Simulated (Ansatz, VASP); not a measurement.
One calculation of SnSe, two programs

The input INCAR:

```
PREC = Accurate ; ENCUT = 500
EDIFF = 1E-6 ; ISMEAR = 0
SIGMA = 0.05 ; LREAL = False
LASPH = True ; NELM = 120
ALGO = Normal ; ISIF = 2
LWAVE = False ; LCHARG = True
LELF = True ; LVHAR = True
NBANDS = 17 ; GGA_COMPAT = False
```

File KPOINTS:

```
regular mesh
0
Gamma
  8 8 8
```

Contents of POSCAR:

```
SnSe
1.0
    0.0000000000      2.9851540896      2.9851540896
    2.9851540896      0.0000000000      2.9851540896
    2.9851540896      2.9851540896      0.0000000000
Sn Se
1 1
Direct
    0.0000000000      0.0000000000      0.0000000000
    0.5000000000      0.5000000000      0.5000000000
```

Input for Ansatz:

```yaml
crystal:
  lattice:
    - [0.0, 2.9851540896, 2.9851540896]
    - [2.9851540896, 0.0, 2.9851540896]
    - [2.9851540896, 2.9851540896, 0.0]
  atoms:
    - { symbol: Sn, position: [0.0, 0.0, 0.0] }
    - { symbol: Se, position: [0.5, 0.5, 0.5] }
basis:
  ecutwfc: 420
  ecutrho_ratio: 4
kpoints:
  mp_grid: { grid: [8, 8, 8] }
hamiltonian:
  xc: lda
scf:
  occupations: { method: gaussian, width: 0.05 }
output:
  forces: true
  stress: true
  eigenvalues: true
```

Alike in both runs: task single point; functional LDA; k mesh 8 × 8 × 8; occupations gaussian, width 0.05 eV; no spin polarisation.

```csv
,VASP,Ansatz
version,VASP 6.6.1,Ansatz 0.2.0
potentials or method,"VASP PAW LDA potentials, release 64 (Sn_d, Se), cutoff 500 eV","scalar-relativistic, plane waves, PAW"
valence electrons in the cell,20,30
```

Ansatz gave:

```
gap on the k mesh at the Fermi level (eV) : 0.72
least direct gap on the mesh (eV)         : 0.72
pressure (GPa)                            : -2.2
```

Question: What did VASP give for the same quantities?

Answer: gap on the k mesh at the Fermi level (eV): 0.73; least direct gap on the mesh (eV): 0.74; pressure (GPa): -2.1.

LDA's correlation is that of Perdew and Zunger in VASP and of Perdew and Wang (1992) in Ansatz. VASP's potentials hold 20 valence electrons a cell and Ansatz's 30, so a difference there can come from the potentials and not from the codes.
